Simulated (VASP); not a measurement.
# Pt (Fm-3m) in VASP: single point with LDA

Aim: the single point of Pt with LDA.

All numbers are computed with VASP 6.6.1; they aren't measurements. Logs are shortened: lines on timing, memory, paths and dates and some standing lists are left out, and cuts for length are marked.

## (1) The cell of the first run

Symmetry: Fm-3m, No. 225, cubic system. Conventional cell: a = 3.920 Å, b = 3.920 Å, c = 3.920 Å, α = 90.00°, β = 90.00°, γ = 90.00°. Within 3.7 Å of Pt (site symmetry m-3m) lie 12 Pt at 2.77 Å.

## (2) Single point, LDA

The input, INCAR:

```
PREC = Accurate
ENCUT = 520
EDIFF = 1E-6
ISMEAR = 0
SIGMA = 0.05
LREAL = False
LASPH = True
NELM = 80
ALGO = Normal
ISIF = 2
LWAVE = False
LCHARG = False
GGA = CA
NBANDS = 11
```

The input, KPOINTS:

```
regular mesh
0
Gamma
  18 18 18
```

The input, POSCAR:

```
Pt
1.0
    0.0000000000      1.9600000000      1.9600000000
    1.9600000000      0.0000000000      1.9600000000
    1.9600000000      1.9600000000      0.0000000000
Pt
1
Direct
    0.0000000000      0.0000000000      0.0000000000
```

Potentials or basis: VASP PAW LDA potentials, release 64 (Pt).

The run is started by

```console
$ cat potpaw_LDA.64/Pt/POTCAR > POTCAR
$ mpirun -np 1 vasp_std > vasp.out
```

OUTCAR:

```text
PREC = Accurate
   ENCUT = 520
   EDIFF = 1E-6
   ISMEAR = 0
   LREAL = False
   LASPH = True
   NELM = 80
   ISIF = 2
   GGA = CA

 ion  position               nearest neighbor table
   1  0.000  0.000  0.000-

  LATTYP: Found a face centered cubic cell.
 ALAT       =     3.9200000000

  Lattice vectors:

 A1 = (   0.0000000000,   1.9600000000,   1.9600000000)
 A2 = (   1.9600000000,   0.0000000000,   1.9600000000)
 A3 = (   1.9600000000,   1.9600000000,   0.0000000000)

Analysis of symmetry for initial positions (statically):
=====================================================================
 Subroutine PRICEL returns:
 Original cell was already a primitive cell.

 Routine SETGRP: Setting up the symmetry group for a
 face centered cubic supercell.

 Subroutine GETGRP returns: Found 48 space group operations
 (whereof 48 operations were pure point group operations)
 out of a pool of 48 trial point group operations.

The static configuration has the point symmetry O_h .

Analysis of symmetry for dynamics (positions and initial velocities):
=====================================================================
 Subroutine PRICEL returns:
 Original cell was already a primitive cell.

 Routine SETGRP: Setting up the symmetry group for a
 face centered cubic supercell.

 Subroutine GETGRP returns: Found 48 space group operations
 (whereof 48 operations were pure point group operations)
 out of a pool of 48 trial point group operations.

The dynamic configuration has the point symmetry O_h .

 Subroutine INISYM returns: Found 48 space group operations
 (whereof 48 operations are pure point group operations),
 and found     1 'primitive' translations

----------------------------------------------------------------------------------------

                                     Primitive cell

  volume of cell :      15.0591

  direct lattice vectors                    reciprocal lattice vectors
     0.000000000  1.960000000  1.960000000    -0.255102041  0.255102041  0.255102041
     1.960000000  0.000000000  1.960000000     0.255102041 -0.255102041  0.255102041
     1.960000000  1.960000000  0.000000000     0.255102041  0.255102041 -0.255102041

  length of vectors
     2.771858582  2.771858582  2.771858582     0.441849696  0.441849696  0.441849696

  position of ions in fractional coordinates (direct lattice)
     0.000000000  0.000000000  0.000000000

  ion indices of the primitive-cell ions
   primitive index   ion index
[... 74 lines left out ...]
   LREAL  =      F    real-space projection
   EDIFFG = 0.1E-04   stopping-criterion for IOM
   NSW    =      0    number of steps for IOM
   IBRION =     -1    ionic relax: 0-MD 1-quasi-New 2-CG
   NFREE  =      0    steps in history (QN), initial steepest desc. (CG)
   ISIF   =      2    stress and relaxation
   ISYM   =      2    0-nonsym 1-usesym 2-fastsym
   POTIM  = 0.5000    time-step for ionic-motion
   TEBEG  =    0.0;   TEEND  =   0.0 temperature during run
   PSTRESS=    0.0 pullay stress
   NELECT =      10.0000    total number of electrons
   NUPDOWN=      -1.0000    fix difference up-down
   EMIN   =  10.00;   EMAX   =-10.00  energy-range for DOS
   EFERMI =   0.00;   METHOD = LEGACY
   ISMEAR =     0;   SIGMA  =   0.05  broadening in eV -4-tet -1-fermi 0-gaus
   EFERMI_NEDOS =   21; number of points for ismear=-14 and -15
   IALGO  =     38    algorithm
   IMIX   =      4    mixing-type and parameters
     AMIX     =   0.40;   BMIX     =  1.00
     AMIX_MAG =   1.60;   BMIX_MAG =  1.00
  volume/ion in A,a.u.               =      15.06       101.62
  Fermi-wavevector in a.u.,A,eV,Ry     =   1.428265  2.699029 27.755077  2.039941
  Thomas-Fermi vector in A             =   2.548345
   LORBIT       =      0    0 simple, 1 ext, 2 COOP (PROOUT), +10 PAW based schemes
   GGA     = CA    functional components
   LHFCALC =     F    Hartree Fock is set to
   AEXX    =    0.0000 exact exchange contribution
   IVDW    =     0    specifies the selected vdW correction
   LEPSILON=     F    determine dielectric tensor
   LRPA    =     F    only Hartree local field effects (RPA)
 non-spin polarized calculation
 Gauss-broadening in eV      SIGMA  =   0.05
  energy-cutoff  :      520.00
  volume of cell :       15.06
 maximum number of plane-waves:       419
 NGX is ok and might be reduce to    24
   NGX = 11   NGY = 11   NGZ = 11

 number of electron      10.0000000 magnetization

 Free energy of the ion-electron system (eV)
  ---------------------------------------------------
  ext. energy  EPLUGINS =         0.00000000
  ---------------------------------------------------
  free energy    TOTEN  =        -7.49891732 eV

  energy without entropy =       -7.49607498  energy(sigma->0) =       -7.49749615

 E-fermi :  11.1692     XC(G=0): -13.6962

 val. band max:       11.1629428066   @ k =  -0.3333   0.3889   0.1111
 cond. band min:      11.1873626048   @ k =  -0.4444   0.2778   0.0556
 fundamental gap:      0.0244197983
 Fermi energy:        11.1691511670

 k-point     1 :       0.0000    0.0000    0.0000
  band No.  band energies     occupation
      1       0.9051      2.00000
      2       7.3376      2.00000
      3       7.3376      2.00000
      4       7.3376      2.00000
      5       9.5352      2.00000
      6       9.5352      2.00000
      7      25.7864      0.00000
      8      30.7151      0.00000
      9      30.7151      0.00000
     10      30.7151      0.00000
     11      36.1737      0.00000
[... 309 lines left out ...]
 k-point    24 :      -0.2222    0.0556    0.0000
  band No.  band energies     occupation
      1       2.9528      2.00000
      2       6.8482      2.00000
      3       7.7392      2.00000
      4       7.8060      2.00000
      5       9.3316      2.00000
      6      10.0186      2.00000
      7      24.8507      0.00000
      8      27.7158      0.00000
      9      32.2028      0.00000
     10      33.6137      0.00000
     11      34.8649      0.00000

 [... further k-points ...]
[... 5 lines left out ...]
  --------------------------------------------------------------------------------------
  -------------------------------------------------------------------------------------
  Total       -0.4930797     -0.4930797     -0.4930797      0.0000000     -0.0000000     -0.0000000
  in kB      -52.4601514    -52.4601514    -52.4601514      0.0000000     -0.0000000     -0.0000000
  external PRESSURE =     -52.4601514 kB  Pullay stress =       0.0000000 kB

 VOLUME and BASIS-vectors are now :
 -----------------------------------------------------------------------------
  energy-cutoff  :      520.00
  volume of cell :       15.06
      direct lattice vectors                 reciprocal lattice vectors
     0.000000000  1.960000000  1.960000000    -0.255102041  0.255102041  0.255102041
     1.960000000  0.000000000  1.960000000     0.255102041 -0.255102041  0.255102041
     1.960000000  1.960000000  0.000000000     0.255102041  0.255102041 -0.255102041

 POSITION                                       TOTAL-FORCE (eV/Angst)
 -----------------------------------------------------------------------------------
      0.00000      0.00000      0.00000         0.000000     -0.000000      0.000000
 -----------------------------------------------------------------------------------
    total drift:                               -0.000000      0.000000      0.000000

  FREE ENERGIE OF THE ION-ELECTRON SYSTEM (eV)
  ---------------------------------------------------
  free  energy   TOTEN  =        -7.4989173198 eV

  energy  without entropy=       -7.4960749826  energy(sigma->0) =       -7.49749615
```

Wall time 30 s (1 thread of Intel Xeon 8259CL, shared host); peak memory 0.15 GiB.

What came out:

```
Free energy            : -7.4989 eV
Pressure               : -5.2 GPa
Band gap on the k mesh : zero (band 5 reaches 11.66 eV, above the bottom of band 6 at 9.43 eV)
```

Caveat: spin-orbit coupling is left out, which moves the levels of the heavy elements.
